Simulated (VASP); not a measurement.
A run of VASP 6.6.1:

The input INCAR:

```
  ALGO = Normal
  EDIFF = 1E-7
  EDIFFG = -0.025
  ENCUT = 520
  GGA = PE
  IBRION = 2
  ISIF = 2
  ISMEAR = 0
  LASPH = True
  LCHARG = False
  LREAL = False
  LWAVE = False
  NELECT = 82.0
  NELM = 100
  NSW = 65
  PREC = Accurate
  SIGMA = 0.02
```

File KPOINTS:

```
k-points
0
Gamma
  3 3 3
```

Contents of POSCAR:

```
In5P3
1.0
    0.0000000000      0.0000000000     -5.9597880294
    0.0000000000     -5.9597880294      0.0000000000
   -5.9597880294      0.0000000000      0.0000000000
In P
5 3
Direct
    0.9921385437      0.9921385437      1.0078614563
   -0.0078614563      0.5078614563      0.4921385437
    0.5078614563     -0.0078614563      0.4921385437
    0.5078614563      0.5078614563      1.0078614563
    0.2500000000      0.2500000000      0.7500000000
    0.2500000000      0.7500000000      0.2500000000
    0.7500000000      0.2500000000      0.2500000000
    0.7500000000      0.7500000000      0.7500000000
```

Potentials or basis: VASP PAW PBE potentials, release 64 (In_d, P).

Command:

```bash
$ cat potpaw_PBE.64/In_d/POTCAR potpaw_PBE.64/P/POTCAR > POTCAR
$ mpirun -np 1 vasp_std > vasp.out
```

Hardware: 1 thread of AMD EPYC 7R13 Processor (Zen 3), with other jobs on the host.

Q: How long does it take, and how much memory?

A: Wall time 91 s on 1 thread of AMD EPYC 7R13 Processor (Zen 3) (shared host), peak memory 0.3 GiB. Counts: scf iterations 33, k points 4, ion steps 3.
